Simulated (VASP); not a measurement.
# ZrB2 (P6/mmm) in VASP: further runs

The runs below take ZrB2 through density of states, electric field gradients, vibrations by perturbation theory, with PBE.

All numbers are computed with VASP 6.6.1; they aren't measurements. Logs are shortened: lines on timing, memory, paths and dates and some standing lists are left out, and cuts for length are marked.

### Step 1. The cell of the first run

The structure is hexagonal, space group P6/mmm (No. 191). Conventional cell: a = 3.171 Å, b = 3.171 Å, c = 3.542 Å, α = 90.00°, β = 90.00°, γ = 120.00°. Within 3.4 Å of Zr (site symmetry 6/mmm) lie 12 B at 2.55 Å and 6 Zr at 3.17 Å. B (site symmetry -6m2) has 3 B at 1.83 Å within 2.4 Å.

### Step 2. Density of states, PBE

POSCAR reads:

```
ZrB2
1.0
    3.1711659775      0.0000000000      0.0000000000
   -1.5855829887      2.7463102961      0.0000000000
    0.0000000000      0.0000000000      3.5422975713
Zr B
1 2
Direct
    0.0000000000      0.0000000000      0.0000000000
    0.3333333333      0.6666666667      0.5000000000
    0.6666666667      0.3333333333      0.5000000000
```

INCAR.step1 reads:

```
SYSTEM = ZrB2
  ALGO = Normal
  EDIFF = 1E-6
  ENCUT = 520
  GGA = PE
  ISIF = 2
  ISMEAR = 0
  LASPH = .TRUE.
  LCHARG = .TRUE.
  LMAXMIX = 4
  LREAL = .FALSE.
  LWAVE = .FALSE.
  NBANDS = 16
  NELM = 100
  PREC = Accurate
  SIGMA = 0.1
```

KPOINTS.step1 reads:

```
k-points
0
G
  15 15 12
  0 0 0
```

INCAR.step2 reads:

```
SYSTEM = ZrB2
  ALGO = Normal
  EDIFF = 1E-6
  ENCUT = 520
  GGA = PE
  ICHARG = 11
  ISIF = 2
  ISMEAR = -5
  LASPH = .TRUE.
  LCHARG = .FALSE.
  LMAXMIX = 4
  LORBIT = 11
  LREAL = .FALSE.
  LWAVE = .FALSE.
  NBANDS = 16
  NEDOS = 2001
  NELM = 100
  PREC = Accurate
  SIGMA = 0.1
```

KPOINTS.step2 reads:

```
k-points
0
G
  23 23 18
  0 0 0
```

Potentials or basis: VASP PAW PBE potentials, release 64 (Zr_sv, B).

Launch:

```bash
$ cat potpaw_PBE.64/Zr_sv/POTCAR potpaw_PBE.64/B/POTCAR > POTCAR
$ cp INCAR.step1 INCAR
$ cp KPOINTS.step1 KPOINTS
$ mpirun -np 1 vasp_std > vasp.out
$ cp INCAR.step2 INCAR
$ cp KPOINTS.step2 KPOINTS
$ mpirun -np 1 vasp_std > vasp.out
```

OUTCAR:

```text
SYSTEM = ZrB2
   EDIFF = 1E-6
   ENCUT = 520
   GGA = PE
   ICHARG = 11
   ISIF = 2
   ISMEAR = -5
   LASPH = .TRUE.
   LORBIT = 11
   LREAL = .FALSE.
   NELM = 100
   PREC = Accurate

 ion  position               nearest neighbor table
   1  0.000  0.000  0.000-   2 2.55   3 2.55   2 2.55   3 2.55   2 2.55   2 2.55   3 2.55   3 2.55
                             3 2.55   3 2.55   2 2.55   2 2.55
   2  0.333  0.667  0.500-   3 1.83   3 1.83   3 1.83   1 2.55   1 2.55   1 2.55   1 2.55   1 2.55
                             1 2.55
   3  0.667  0.333  0.500-   2 1.83   2 1.83   2 1.83   1 2.55   1 2.55   1 2.55   1 2.55   1 2.55
                             1 2.55

  LATTYP: Found a hexagonal cell.
 ALAT       =     3.1711659775
 C/A-ratio  =     1.1170331659

  Lattice vectors:

 A1 = (   3.1711659775,   0.0000000000,   0.0000000000)
 A2 = (  -1.5855829887,   2.7463102961,   0.0000000000)
 A3 = (   0.0000000000,   0.0000000000,   3.5422975713)

Analysis of symmetry for initial positions (statically):
=====================================================================
 Subroutine PRICEL returns:
 Original cell was already a primitive cell.

 Routine SETGRP: Setting up the symmetry group for a
 hexagonal supercell.

 Subroutine GETGRP returns: Found 24 space group operations
 (whereof 24 operations were pure point group operations)
 out of a pool of 24 trial point group operations.

The static configuration has the point symmetry D_6h.

Analysis of symmetry for dynamics (positions and initial velocities):
=====================================================================
 Subroutine PRICEL returns:
 Original cell was already a primitive cell.

 Routine SETGRP: Setting up the symmetry group for a
 hexagonal supercell.

 Subroutine GETGRP returns: Found 24 space group operations
 (whereof 24 operations were pure point group operations)
 out of a pool of 24 trial point group operations.

The dynamic configuration has the point symmetry D_6h.

 Subroutine INISYM returns: Found 24 space group operations
 (whereof 24 operations are pure point group operations),
 and found     1 'primitive' translations

----------------------------------------------------------------------------------------

                                     Primitive cell

  volume of cell :      30.8499

  direct lattice vectors                    reciprocal lattice vectors
     3.171165977  0.000000000  0.000000000     0.315341426  0.182062457  0.000000000
    -1.585582989  2.746310296  0.000000000     0.000000000  0.364124914  0.000000000
     0.000000000  0.000000000  3.542297571     0.000000000  0.000000000  0.282302652

  length of vectors
     3.171165977  3.171165977  3.542297571     0.364124914  0.364124914  0.282302652

  position of ions in fractional coordinates (direct lattice)
     0.000000000  0.000000000  0.000000000
     0.333333333  0.666666667  0.500000000
     0.666666667  0.333333333  0.500000000

  ion indices of the primitive-cell ions
   primitive index   ion index
                 1           1
                 2           2
                 3           3

----------------------------------------------------------------------------------------

 KPOINTS: k-points

Automatic generation of k-mesh.
 Grid dimensions read from file:
 generate k-points for:   23   23   18

 Generating k-lattice:

  Cartesian coordinates                     Fractional coordinates (reciprocal lattice)
     0.013710497  0.007915759  0.000000000     0.043478261  0.000000000  0.000000000
     0.000000000  0.015831518  0.000000000     0.000000000  0.043478261  0.000000000
     0.000000000  0.000000000  0.015683481     0.000000000  0.000000000  0.055555556

  Length of vectors
     0.015831518  0.015831518  0.015683481

  Shift w.r.t. Gamma in fractional coordinates (k-lattice)
     0.000000000  0.000000000  0.000000000

 TETIRR: Found   9729 inequivalent tetrahedra from    57132

 Subroutine IBZKPT returns following result:
 ===========================================

 Found    560 irreducible k-points:

 Following reciprocal coordinates:
            Coordinates               Weight
  0.000000  0.000000  0.000000      1.000000
  0.043478  0.000000  0.000000      6.000000
  0.086957  0.000000  0.000000      6.000000
  0.130435  0.000000  0.000000      6.000000
  0.173913  0.000000  0.000000      6.000000
  0.217391  0.000000  0.000000      6.000000
[... 16 lines left out ...]
  0.478261  0.043478  0.000000      6.000000
  0.086957  0.086957  0.000000      6.000000
 [... further k-points ...]
   k-points           NKPTS =    560   k-points in BZ     NKDIM =    560   number of bands    NBANDS=     16
   number of dos      NEDOS =   2001   number of ions     NIONS =      3
   total plane-waves  NPLWV =  16128
   dimension x,y,z NGX =    24 NGY =   24 NGZ =   28
   dimension x,y,z NGXF=    48 NGYF=   48 NGZF=   56
   ions per type =               1   2
   NGX,Y,Z   is equivalent  to a cutoff of  12.58, 12.58, 13.14 a.u.
   NGXF,Y,Z  is equivalent  to a cutoff of  25.16, 25.16, 26.28 a.u.
 SYSTEM =  ZrB2
   PREC   = accura    normal or accurate (medium, high low for compatibility)
   ISTART =      0    job   : 0-new  1-cont  2-samecut
   ICHARG =     11    charge: 1-file 2-atom 10-const
   ISPIN  =      1    spin polarized calculation?
   LNONCOLLINEAR =      F non collinear calculations
   LSORBIT =      F    spin-orbit coupling
   LASPH  =      T    aspherical Exc in radial PAW
   ENCUT  =  520.0 eV  38.22 Ry    6.18 a.u.   5.90  5.90  6.59*2*pi/ulx,y,z
   NELM   =    100;   NELMIN=  2; NELMDL=  0     # of ELM steps
   EDIFF  = 0.1E-05   stopping-criterion for ELM
   LREAL  =      F    real-space projection
[... 7 lines left out ...]
   TEBEG  =    0.0;   TEEND  =   0.0 temperature during run
   PSTRESS=    0.0 pullay stress
   NELECT =      18.0000    total number of electrons
   NUPDOWN=      -1.0000    fix difference up-down
   EMIN   =  10.00;   EMAX   =-10.00  energy-range for DOS
   EFERMI =   0.00;   METHOD = LEGACY
   ISMEAR =    -5;   SIGMA  =   0.10  broadening in eV -4-tet -1-fermi 0-gaus
   EFERMI_NEDOS =   21; number of points for ismear=-14 and -15
   IALGO  =     38    algorithm
   IMIX   =      4    mixing-type and parameters
     AMIX     =   0.40;   BMIX     =  1.00
     AMIX_MAG =   1.60;   BMIX_MAG =  1.00
  volume/ion in A,a.u.               =      10.28        69.40
  Fermi-wavevector in a.u.,A,eV,Ry     =   1.367984  2.585116 25.461686  1.871381
  Thomas-Fermi vector in A             =   2.493989
   LORBIT       =     11    0 simple, 1 ext, 2 COOP (PROOUT), +10 PAW based schemes
   GGA     = PE    functional components
   LHFCALC =     F    Hartree Fock is set to
   AEXX    =    0.0000 exact exchange contribution
   IVDW    =     0    specifies the selected vdW correction
   LEPSILON=     F    determine dielectric tensor
   LRPA    =     F    only Hartree local field effects (RPA)
 non-spin polarized calculation
 Fermi weights with tetrahedron method with Bloechl corrections
  energy-cutoff  :      520.00
  volume of cell :       30.85
 maximum number of plane-waves:       845
 NGX is ok and might be reduce to    24

 number of electron      18.0000000 magnetization

 Free energy of the ion-electron system (eV)
  ---------------------------------------------------
  ext. energy  EPLUGINS =         0.00000000
  ---------------------------------------------------
  free energy    TOTEN  =       -24.97790387 eV

  energy without entropy =      -24.97790387  energy(sigma->0) =      -24.97790387

 E-fermi :  10.5755     XC(G=0): -12.4272

 val. band max:       10.5808911130   @ k =   0.0870   0.0435   0.3333
 cond. band min:      10.4812466843   @ k =   0.1739   0.1304   0.1667
 fundamental gap:     -0.0996444287
 Fermi energy:        10.5754786013

 k-point     1 :       0.0000    0.0000    0.0000
  band No.  band energies     occupation
      1     -38.1574      2.00000
      2     -16.3446      2.00000
      3     -15.7901      2.00000
      4     -15.7901      2.00000
      5      -2.2292      2.00000
      6       7.8799      2.00000
[... 8 lines left out ...]
     15      15.6346      0.00000
     16      15.6346      0.00000

 k-point     2 :       0.0435    0.0000    0.0000
  band No.  band energies     occupation
      1     -38.1553      2.00000
      2     -16.3415      2.00000
      3     -15.8087      2.00000
      4     -15.7941      2.00000
      5      -2.1912      2.00000
      6       7.7623      2.00000
[... 8 lines left out ...]
     15      15.8476      0.00000
     16      15.9477      0.00000

 k-point     3 :       0.0870    0.0000    0.0000
  band No.  band energies     occupation
      1     -38.1491      2.00000
      2     -16.3322      2.00000
      3     -15.8629      2.00000
      4     -15.8059      2.00000
      5      -2.0784      2.00000
      6       7.4372      2.00000
[... 8 lines left out ...]
     15      16.1862      0.00000
     16      16.5873      0.00000

 k-point     4 :       0.1304    0.0000    0.0000
  band No.  band energies     occupation
      1     -38.1393      2.00000
      2     -16.3176      2.00000
      3     -15.9477      2.00000
      4     -15.8244      2.00000
      5      -1.8944      2.00000
      6       6.9654      2.00000
[... 8 lines left out ...]
     15      16.6948      0.00000
     16      17.3620      0.00000

 k-point     5 :       0.1739    0.0000    0.0000
  band No.  band energies     occupation
      1     -38.1266      2.00000
      2     -16.2986      2.00000
      3     -16.0557      2.00000
      4     -15.8484      2.00000
      5      -1.6444      2.00000
      6       6.4054      2.00000
[... 8 lines left out ...]
     15      17.2272      0.00000
     16      17.5401      0.00000

 k-point     6 :       0.2174    0.0000    0.0000
  band No.  band energies     occupation
      1     -38.1118      2.00000
      2     -16.2765      2.00000
      3     -16.1778      2.00000
      4     -15.8758      2.00000
      5      -1.3346      2.00000
      6       5.7987      2.00000
[... 8 lines left out ...]
     15      17.3218      0.00000
     16      18.4899      0.00000
[... 267 lines left out ...]
 k-point    21 :       0.3913    0.0435    0.0000
  band No.  band energies     occupation
      1     -38.0498      2.00000
      2     -16.6530      2.00000
      3     -16.1835      2.00000
      4     -15.9980      2.00000
      5       0.6576      2.00000
      6       2.9931      2.00000
[... 8 lines left out ...]
     15      19.2858      0.00000
     16      19.7946      0.00000

 k-point    22 :       0.4348    0.0435    0.0000
  band No.  band energies     occupation
      1     -38.0435      2.00000
      2     -16.6993      2.00000
      3     -16.1740      2.00000
      4     -16.0097      2.00000
      5       1.1792      2.00000
      6       2.4053      2.00000
[... 8 lines left out ...]
     15      18.6044      0.00000
     16      20.2299      0.00000

 k-point    23 :       0.4783    0.0435    0.0000
  band No.  band energies     occupation
      1     -38.0413      2.00000
      2     -16.7150      2.00000
      3     -16.1708      2.00000
      4     -16.0137      2.00000
      5       1.5737      2.00000
      6       1.9888      2.00000
[... 8 lines left out ...]
     15      18.2296      0.00000
     16      20.3931      0.00000

 k-point    24 :       0.0870    0.0870    0.0000
  band No.  band energies     occupation
      1     -38.1337      2.00000
      2     -16.3092      2.00000
      3     -15.9914      2.00000
      4     -15.8392      2.00000
      5      -1.7860      2.00000
      6       6.7599      2.00000
[... 8 lines left out ...]
     15      16.9556      0.00000
     16      17.2571      0.00000

 [... further k-points ...]

------------------------ aborting loop because EDIFF is reached ----------------------------------------

  FORCE on cell =-STRESS in cart. coord.  units (eV):
  Direction    XX          YY          ZZ          XY          YZ          ZX
  --------------------------------------------------------------------------------------
  -------------------------------------------------------------------------------------
  Total        0.0308324      0.0308324      0.0322637      0.0000000      0.0000000      0.0000000
  in kB        1.6012679      1.6012679      1.6756050      0.0000000      0.0000000      0.0000000
  external PRESSURE =       1.6260469 kB  Pullay stress =       0.0000000 kB

 VOLUME and BASIS-vectors are now :
 -----------------------------------------------------------------------------
  energy-cutoff  :      520.00
  volume of cell :       30.85
      direct lattice vectors                 reciprocal lattice vectors
     3.171165977  0.000000000  0.000000000     0.315341426  0.182062457  0.000000000
    -1.585582989  2.746310296  0.000000000     0.000000000  0.364124914  0.000000000
     0.000000000  0.000000000  3.542297571     0.000000000  0.000000000  0.282302652

 POSITION                                       TOTAL-FORCE (eV/Angst)
 -----------------------------------------------------------------------------------
      0.00000      0.00000      0.00000         0.000000      0.000000      0.000000
     -0.00000      1.83087      1.77115        -0.000000     -0.000000      0.000000
      1.58558      0.91544      1.77115        -0.000000      0.000000      0.000000
 -----------------------------------------------------------------------------------
    total drift:                               -0.000000      0.000000     -0.000000

  FREE ENERGIE OF THE ION-ELECTRON SYSTEM (eV)
  ---------------------------------------------------
  free  energy   TOTEN  =       -24.9779038739 eV

  energy  without entropy=      -24.9779038739  energy(sigma->0) =      -24.97790387

 total charge

# of ion       s       p       d       tot
------------------------------------------
    1        2.167   6.029   1.766   9.962
    2        0.664   1.238   0.000   1.902
    3        0.664   1.238   0.000   1.902
--------------------------------------------------
tot          3.496   8.505   1.766  13.767
```

Wall time 2.4 min (1 thread of Intel Xeon Platinum 8259CL at 2.50GHz (Skylake/Cascade Lake), shared host); peak memory 0.38 GiB.

What came out:

* Valence electrons inside the program's atomic spheres: Zr 9.96; B 1.90

Levels at points of the mesh, in eV from the Fermi level:
| k point | band 7 | band 8 | band 9 | band 10 | band 11 | band 12 |
| --- | --- | --- | --- | --- | --- | --- |
| (0.00, 0.00, 0.00) | -2.70 | -2.67 | -2.46 | 3.30 | 3.30 | 4.05 |
| (0.00, 0.00, 0.50) | -1.04 | -1.04 | 0.26 | 0.26 | 0.69 | 0.69 |

Caveat: tetrahedron occupations give inexact forces and stress in metals.

(Continued in part 2 of 2.)
